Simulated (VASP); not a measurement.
# MgB2 (lda) (P6/mmm) in VASP: a series of runs

The runs below take MgB2 (lda) through single point, with LDA.

Everything below comes from runs of VASP 6.6.1. Logs are shortened: lines on timing, memory, paths and dates and some standing lists are left out, and cuts for length are marked.

**1. The cell of the first run**

It takes space group P6/mmm (No. 191, hexagonal). Conventional cell: a = 3.034 Å, b = 3.034 Å, c = 3.460 Å, α = 90.00°, β = 90.00°, γ = 120.00°. Within 3.3 Å of Mg (site symmetry 6/mmm) lie 12 B at 2.46 Å and 6 Mg at 3.03 Å. B (site symmetry -6m2) has 3 B at 1.75 Å within 2.3 Å.

**2. Single point, LDA**

INCAR reads:

```
SYSTEM = MgB2
PREC = Accurate ; ENCUT = 600
EDIFF = 1E-6 ; ISMEAR = 0
SIGMA = 0.1 ; LREAL = .False.
LASPH = .True. ; NELM = 120
ALGO = Normal ; ISIF = 2
LWAVE = .False. ; LCHARG = .False.
GGA = CA ; NBANDS = 11
GGA_COMPAT = .False.
```

KPOINTS reads:

```
Automatic mesh
0
Gamma
  15 15 12
  0 0 0
```

POSCAR reads:

```
MgB2
1.0
    3.0343890861      0.0000000000      0.0000000000
   -1.5171945430      2.6278580335      0.0000000000
    0.0000000000      0.0000000000      3.4597428544
Mg B
1 2
Direct
    0.0000000000      0.0000000000      0.0000000000
    0.3333333333      0.6666666667      0.5000000000
    0.6666666667      0.3333333333      0.5000000000
```

Potentials or basis: VASP PAW LDA potentials, release 64 (Mg, B).

Started as:

```bash
$ cat potpaw_LDA.64/Mg/POTCAR potpaw_LDA.64/B/POTCAR > POTCAR
$ mpirun -np 1 vasp_std > vasp.out
```

OUTCAR:

```text
SYSTEM = MgB2
   PREC = Accurate
   ENCUT = 600
   EDIFF = 1E-6
   ISMEAR = 0
   LREAL = .False.
   LASPH = .True.
   NELM = 120
   ISIF = 2
   GGA = CA

 ion  position               nearest neighbor table
   1  0.000  0.000  0.000-   2 2.46   3 2.46   2 2.46   3 2.46   2 2.46   2 2.46   3 2.46   3 2.46
                             3 2.46   3 2.46   2 2.46   2 2.46
   2  0.333  0.667  0.500-   3 1.75   3 1.75   3 1.75   1 2.46   1 2.46   1 2.46   1 2.46   1 2.46
                             1 2.46
   3  0.667  0.333  0.500-   2 1.75   2 1.75   2 1.75   1 2.46   1 2.46   1 2.46   1 2.46   1 2.46
                             1 2.46

  LATTYP: Found a hexagonal cell.
 ALAT       =     3.0343890861
 C/A-ratio  =     1.1401777281

  Lattice vectors:

 A1 = (   3.0343890861,   0.0000000000,   0.0000000000)
 A2 = (  -1.5171945430,   2.6278580335,   0.0000000000)
 A3 = (   0.0000000000,   0.0000000000,   3.4597428544)

Analysis of symmetry for initial positions (statically):
=====================================================================
 Subroutine PRICEL returns:
 Original cell was already a primitive cell.

 Routine SETGRP: Setting up the symmetry group for a
 hexagonal supercell.

 Subroutine GETGRP returns: Found 24 space group operations
 (whereof 24 operations were pure point group operations)
 out of a pool of 24 trial point group operations.

The static configuration has the point symmetry D_6h.

Analysis of symmetry for dynamics (positions and initial velocities):
=====================================================================
 Subroutine PRICEL returns:
 Original cell was already a primitive cell.

 Routine SETGRP: Setting up the symmetry group for a
 hexagonal supercell.

 Subroutine GETGRP returns: Found 24 space group operations
 (whereof 24 operations were pure point group operations)
 out of a pool of 24 trial point group operations.

The dynamic configuration has the point symmetry D_6h.

 Subroutine INISYM returns: Found 24 space group operations
 (whereof 24 operations are pure point group operations),
 and found     1 'primitive' translations

----------------------------------------------------------------------------------------

                                     Primitive cell

  volume of cell :      27.5878

  direct lattice vectors                    reciprocal lattice vectors
     3.034389086  0.000000000  0.000000000     0.329555628  0.190269030  0.000000000
    -1.517194543  2.627858033  0.000000000     0.000000000  0.380538061  0.000000000
     0.000000000  0.000000000  3.459742854     0.000000000  0.000000000  0.289038822

  length of vectors
     3.034389086  3.034389086  3.459742854     0.380538061  0.380538061  0.289038822

  position of ions in fractional coordinates (direct lattice)
     0.000000000  0.000000000  0.000000000
     0.333333333  0.666666667  0.500000000
     0.666666667  0.333333333  0.500000000

  ion indices of the primitive-cell ions
   primitive index   ion index
                 1           1
                 2           2
                 3           3

----------------------------------------------------------------------------------------

 KPOINTS: Automatic mesh

Automatic generation of k-mesh.
 Grid dimensions read from file:
 generate k-points for:   15   15   12

 Generating k-lattice:

  Cartesian coordinates                     Fractional coordinates (reciprocal lattice)
     0.021970375  0.012684602  0.000000000     0.066666667  0.000000000  0.000000000
     0.000000000  0.025369204  0.000000000     0.000000000  0.066666667  0.000000000
     0.000000000  0.000000000  0.024086569     0.000000000  0.000000000  0.083333333

  Length of vectors
     0.025369204  0.025369204  0.024086569

  Shift w.r.t. Gamma in fractional coordinates (k-lattice)
     0.000000000  0.000000000  0.000000000

 Subroutine IBZKPT returns following result:
 ===========================================

 Found    189 irreducible k-points:

 Following reciprocal coordinates:
            Coordinates               Weight
  0.000000  0.000000  0.000000      1.000000
  0.066667  0.000000  0.000000      6.000000
  0.133333  0.000000  0.000000      6.000000
  0.200000  0.000000  0.000000      6.000000
  0.266667  0.000000  0.000000      6.000000
  0.333333 -0.000000  0.000000      6.000000
[... 16 lines left out ...]
  0.333333  0.200000  0.000000     12.000000
  0.400000  0.200000  0.000000      6.000000
 [... further k-points ...]
   k-points           NKPTS =    189   k-points in BZ     NKDIM =    189   number of bands    NBANDS=     11
   number of dos      NEDOS =    301   number of ions     NIONS =      3
   total plane-waves  NPLWV =  16128
   dimension x,y,z NGX =    24 NGY =   24 NGZ =   28
   dimension x,y,z NGXF=    48 NGYF=   48 NGZF=   56
   ions per type =               1   2
   NGX,Y,Z   is equivalent  to a cutoff of  13.15, 13.15, 13.45 a.u.
   NGXF,Y,Z  is equivalent  to a cutoff of  26.30, 26.30, 26.91 a.u.
 SYSTEM =  MgB2
   PREC   = accura    normal or accurate (medium, high low for compatibility)
   ISTART =      0    job   : 0-new  1-cont  2-samecut
   ICHARG =      2    charge: 1-file 2-atom 10-const
   ISPIN  =      1    spin polarized calculation?
   LNONCOLLINEAR =      F non collinear calculations
   LSORBIT =      F    spin-orbit coupling
   LASPH  =      T    aspherical Exc in radial PAW
   ENCUT  =  600.0 eV  44.10 Ry    6.64 a.u.   6.06  6.06  6.91*2*pi/ulx,y,z
   NELM   =    120;   NELMIN=  2; NELMDL= -5     # of ELM steps
   EDIFF  = 0.1E-05   stopping-criterion for ELM
   LREAL  =      F    real-space projection
   EDIFFG = 0.1E-04   stopping-criterion for IOM
   NSW    =      0    number of steps for IOM
   IBRION =     -1    ionic relax: 0-MD 1-quasi-New 2-CG
   NFREE  =      0    steps in history (QN), initial steepest desc. (CG)
   ISIF   =      2    stress and relaxation
   ISYM   =      2    0-nonsym 1-usesym 2-fastsym
   POTIM  = 0.5000    time-step for ionic-motion
   TEBEG  =    0.0;   TEEND  =   0.0 temperature during run
   PSTRESS=    0.0 pullay stress
   NELECT =       8.0000    total number of electrons
   NUPDOWN=      -1.0000    fix difference up-down
   EMIN   =  10.00;   EMAX   =-10.00  energy-range for DOS
   EFERMI =   0.00;   METHOD = LEGACY
   ISMEAR =     0;   SIGMA  =   0.10  broadening in eV -4-tet -1-fermi 0-gaus
   EFERMI_NEDOS =   21; number of points for ismear=-14 and -15
   IALGO  =     38    algorithm
   IMIX   =      4    mixing-type and parameters
     AMIX     =   0.40;   BMIX     =  1.00
     AMIX_MAG =   1.60;   BMIX_MAG =  1.00
  volume/ion in A,a.u.               =       9.20        62.06
  Fermi-wavevector in a.u.,A,eV,Ry     =   1.083592  2.047692 15.975578  1.174172
  Thomas-Fermi vector in A             =   2.219662
   LORBIT       =      0    0 simple, 1 ext, 2 COOP (PROOUT), +10 PAW based schemes
   GGA     = CA    functional components
   LHFCALC =     F    Hartree Fock is set to
   AEXX    =    0.0000 exact exchange contribution
   IVDW    =     0    specifies the selected vdW correction
   LEPSILON=     F    determine dielectric tensor
   LRPA    =     F    only Hartree local field effects (RPA)
 non-spin polarized calculation
 Gauss-broadening in eV      SIGMA  =   0.10
  energy-cutoff  :      600.00
  volume of cell :       27.59
 maximum number of plane-waves:       942
   NGX = 13   NGY = 13   NGZ = 13

 number of electron       8.0000000 magnetization

 Free energy of the ion-electron system (eV)
  ---------------------------------------------------
  ext. energy  EPLUGINS =         0.00000000
  ---------------------------------------------------
  free energy    TOTEN  =       -17.29026209 eV

  energy without entropy =      -17.28603578  energy(sigma->0) =      -17.28814893

 E-fermi :   5.5757     XC(G=0): -11.2992

 val. band max:        5.5715429370   @ k =   0.1333   0.0000   0.3333
 cond. band min:       5.5937614074   @ k =   0.0667   0.0000   0.0833
 fundamental gap:      0.0222184705
 Fermi energy:         5.5757135892

 k-point     1 :       0.0000    0.0000    0.0000
  band No.  band energies     occupation
      1      -7.0079      2.00000
      2       2.5725      2.00000
      3       5.9663      0.00000
      4       5.9663      0.00000
      5       7.3879      0.00000
      6      12.0615      0.00000
      7      12.0615      0.00000
      8      14.3415      0.00000
      9      15.8437      0.00000
     10      18.6592      0.00000
     11      22.0604      0.00000

 k-point     2 :       0.0667    0.0000    0.0000
  band No.  band energies     occupation
      1      -6.9287      2.00000
      2       2.6497      2.00000
      3       5.5667      1.10129
      4       5.7718      0.00556
      5       7.4534      0.00000
      6      12.0375      0.00000
      7      12.4169      0.00000
      8      14.4754      0.00000
      9      15.5589      0.00000
     10      19.0485      0.00000
     11      21.7214      0.00000

 k-point     3 :       0.1333    0.0000    0.0000
  band No.  band energies     occupation
      1      -6.6918      2.00000
      2       2.8800      2.00000
      3       4.5537      2.00000
      4       5.3023      1.99989
      5       7.6618      0.00000
      6      11.8530      0.00000
      7      13.3648      0.00000
      8      14.7652      0.00000
      9      14.8523      0.00000
     10      20.0831      0.00000
     11      21.0276      0.00000

 k-point     4 :       0.2000    0.0000    0.0000
  band No.  band energies     occupation
      1      -6.2990      2.00000
      2       3.2435      2.00000
      3       3.2601      2.00000
      4       4.7473      2.00000
      5       8.0068      0.00000
      6      11.5196      0.00000
      7      13.6149      0.00000
      8      14.7003      0.00000
      9      15.1803      0.00000
     10      20.5014      0.00000
     11      20.5253      0.00000

 k-point     5 :       0.2667    0.0000    0.0000
  band No.  band energies     occupation
      1      -5.7533      2.00000
      2       1.8414      2.00000
      3       3.7810      2.00000
      4       4.2289      2.00000
      5       8.4603      0.00000
      6      11.1777      0.00000
      7      12.2882      0.00000
      8      15.0808      0.00000
      9      16.2637      0.00000
     10      19.6737      0.00000
     11      20.5296      0.00000
[... 211 lines left out ...]
 k-point    21 :       0.2000    0.2000    0.0000
  band No.  band energies     occupation
      1      -4.9078      2.00000
      2       1.1150      2.00000
      3       2.1001      2.00000
      4       4.5839      2.00000
      5       9.4383      0.00000
      6      10.9049      0.00000
      7      13.1925      0.00000
      8      13.4200      0.00000
      9      16.8037      0.00000
     10      17.0242      0.00000
     11      18.8982      0.00000

 k-point    22 :       0.2667    0.2000    0.0000
  band No.  band energies     occupation
      1      -4.1533      2.00000
      2       0.0869      2.00000
      3       1.4677      2.00000
      4       5.2711      1.99998
      5       9.8499      0.00000
      6      10.1289      0.00000
      7      12.7116      0.00000
      8      14.0027      0.00000
      9      16.0095      0.00000
     10      17.4427      0.00000
     11      18.4329      0.00000

 k-point    23 :       0.3333    0.2000    0.0000
  band No.  band energies     occupation
      1      -3.2752      2.00000
      2      -1.0569      2.00000
      3       1.1668      2.00000
      4       5.9860      0.00000
      5       8.8902      0.00000
      6      10.8531      0.00000
      7      12.1834      0.00000
      8      14.0989      0.00000
      9      15.5456      0.00000
     10      17.8814      0.00000
     11      18.7982      0.00000

 k-point    24 :       0.4000    0.2000    0.0000
  band No.  band energies     occupation
      1      -2.5069      2.00000
      2      -1.9250      2.00000
      3       1.0745      2.00000
      4       6.3871      0.00000
      5       8.4030      0.00000
      6      11.4596      0.00000
      7      11.6654      0.00000
      8      14.0501      0.00000
      9      15.3938      0.00000
     10      17.8696      0.00000
     11      19.8359      0.00000

 [... further k-points ...]
[... 5 lines left out ...]
  --------------------------------------------------------------------------------------
  -------------------------------------------------------------------------------------
  Total       -0.0991645     -0.0991645     -0.1173505     -0.0000000     -0.0000000      0.0000000
  in kB       -5.7590346     -5.7590346     -6.8152002     -0.0000000     -0.0000000      0.0000000
  external PRESSURE =      -6.1110898 kB  Pullay stress =       0.0000000 kB

 VOLUME and BASIS-vectors are now :
 -----------------------------------------------------------------------------
  energy-cutoff  :      600.00
  volume of cell :       27.59
      direct lattice vectors                 reciprocal lattice vectors
     3.034389086  0.000000000  0.000000000     0.329555628  0.190269030  0.000000000
    -1.517194543  2.627858033  0.000000000     0.000000000  0.380538061  0.000000000
     0.000000000  0.000000000  3.459742854     0.000000000  0.000000000  0.289038822

 POSITION                                       TOTAL-FORCE (eV/Angst)
 -----------------------------------------------------------------------------------
      0.00000      0.00000      0.00000         0.000000      0.000000      0.000000
     -0.00000      1.75191      1.72987        -0.000000      0.000000      0.000000
      1.51719      0.87595      1.72987         0.000000      0.000000      0.000000
 -----------------------------------------------------------------------------------
    total drift:                                0.000000     -0.000000      0.000000

  FREE ENERGIE OF THE ION-ELECTRON SYSTEM (eV)
  ---------------------------------------------------
  free  energy   TOTEN  =       -17.2902620928 eV

  energy  without entropy=      -17.2860357752  energy(sigma->0) =      -17.28814893
```

It took 33 s on 1 thread of Intel Xeon 6455B, shared host; peak memory 0.19 GiB.

What came out:

| Quantity | Value |
| --- | --- |
| Free energy | -17.2903 eV |
| Pressure | -0.6 GPa |
| Band gap on the k mesh | zero (band 4 reaches 7.43 eV, above the bottom of band 5 at 3.49 eV) |

**3. Single point, LDA**

INCAR reads:

```
SYSTEM = MgB2
PREC = Accurate
ENCUT = 600
EDIFF = 1E-6
ISMEAR = -1
SIGMA = 0.15
LREAL = .FALSE.
LASPH = .TRUE.
NELM = 120
ALGO = Normal
ISIF = 2
LWAVE = .FALSE.
LCHARG = .TRUE.
GGA = CA
LELF = .TRUE.
LVHAR = .TRUE.
NBANDS = 11
GGA_COMPAT = .FALSE.
```

KPOINTS reads:

```
regular mesh
0
G
  15 15 12
  0 0 0
```

POSCAR reads:

```
MgB2
1.0
    3.0364540311      0.0000000000      0.0000000000
   -1.5182270155      2.6296463283      0.0000000000
    0.0000000000      0.0000000000      3.4549288594
Mg B
1 2
Direct
    0.0000000000      0.0000000000      0.0000000000
    0.3333333333      0.6666666667      0.5000000000
    0.6666666667      0.3333333333      0.5000000000
```

Potentials or basis: VASP PAW LDA potentials, release 64 (Mg, B).

Started as:

```bash
$ cat potpaw_LDA.64/Mg/POTCAR potpaw_LDA.64/B/POTCAR > POTCAR
$ mpirun -np 1 vasp_std > vasp.out
```

It took 33 s on 1 thread of Intel Xeon 6455B, shared host; peak memory 0.19 GiB.

The run converged. Its results:

```yaml
Free_energy: -17.3144 eV
Pressure: -0.6 GPa
Band_gap_on_the_k_mesh: zero (band 4 reaches 7.44 eV, above the bottom of band 5 at 3.49 eV)
```

Stress tensor (GPa, compression positive):
```
-0.57  0.00  0.00
 0.00 -0.57  0.00
 0.00  0.00 -0.70
```

Levels at points of the mesh, in eV from the Fermi level:
| k point | band 2 | band 3 | band 4 | band 5 | band 6 | band 7 |
| --- | --- | --- | --- | --- | --- | --- |
| (0.00, 0.00, 0.00) | -2.98 | 0.38 | 0.38 | 1.85 | 6.46 | 6.46 |
| (0.00, 0.00, 0.50) | -7.64 | 0.78 | 0.78 | 6.78 | 6.78 | 8.17 |

**4. Single point, LDA (volume scaled by 1.03, then relaxed in part)**

INCAR reads:

```
SYSTEM = MgB2
ALGO = Normal
EDIFF = 1E-6
ENCUT = 600
GGA_COMPAT = .FALSE.
ISIF = 2
ISMEAR = 0
LASPH = .TRUE.
LCHARG = .FALSE.
LREAL = .FALSE.
LWAVE = .FALSE.
NBANDS = 11
NELM = 120
PREC = Accurate
SIGMA = 0.1
```

KPOINTS reads:

```
k-points
0
G
  15 15 12
  0 0 0
```

POSCAR reads:

```
MgB2
1.0
    3.0574584681      0.0000000000      0.0000000000
   -1.5287292341      2.6478367044      0.0000000000
    0.0000000000      0.0000000000      3.5099622715
Mg B
1 2
Direct
    0.0000000000      0.0000000000      0.0000000000
    0.3333333333      0.6666666667      0.5000000000
    0.6666666667      0.3333333333      0.5000000000
```

Started as:

```bash
$ cat potpaw_LDA.64/Mg/POTCAR potpaw_LDA.64/B/POTCAR > POTCAR
$ mpirun -np 1 vasp_std > vasp.out
```

Wall time 30 s (1 thread of Intel Xeon 6455B, shared host); peak memory 0.19 GiB.

Results (log left out):

```yaml
Free_energy: -17.2760 eV
Pressure: -4.9 GPa
Band_gap_on_the_k_mesh: zero (band 4 reaches 7.16 eV, above the bottom of band 5 at 3.34 eV)
```

Stress tensor (GPa, compression positive):
```
-4.90  0.00  0.00
 0.00 -4.90  0.00
 0.00  0.00 -5.00
```

Levels at points of the mesh, in eV from the Fermi level:
| k point | band 1 | band 2 | band 3 | band 4 | band 5 | band 6 | band 7 | band 8 | band 9 |
| --- | --- | --- | --- | --- | --- | --- | --- | --- | --- |
| (0.00, 0.00, 0.00) | -12.41 | -3.01 | 0.41 | 0.41 | 1.63 | 6.43 | 6.43 | 8.55 | 10.05 |
| (0.00, 0.00, 0.50) | -11.09 | -7.53 | 0.78 | 0.78 | 6.75 | 6.75 | 8.10 | 9.88 | 10.40 |

**5. Overview**

```csv
cell,smearing,gap on the mesh (eV),pressure (GPa)
"a = 3.034, b = 3.034, c = 3.460 Å, angles 90.0, 90.0, 120.0°, 3 atoms",gaussian 0.1 eV,none,-0.6
"a = 3.036, b = 3.036, c = 3.455 Å, angles 90.0, 90.0, 120.0°, 3 atoms",fermi-dirac 0.15 eV,none,-0.6
"a = 3.057, b = 3.057, c = 3.510 Å, angles 90.0, 90.0, 120.0°, 3 atoms",gaussian 0.1 eV,none,-4.9
```

Alike in all rows: task single point; level LDA; potentials or basis VASP PAW LDA potentials, release 64 (Mg, B); no spin polarisation; k mesh 15 × 15 × 12; cutoff (eV) 600.

Total energies depend on the potentials used, so only differences within one code and one set of settings carry meaning.
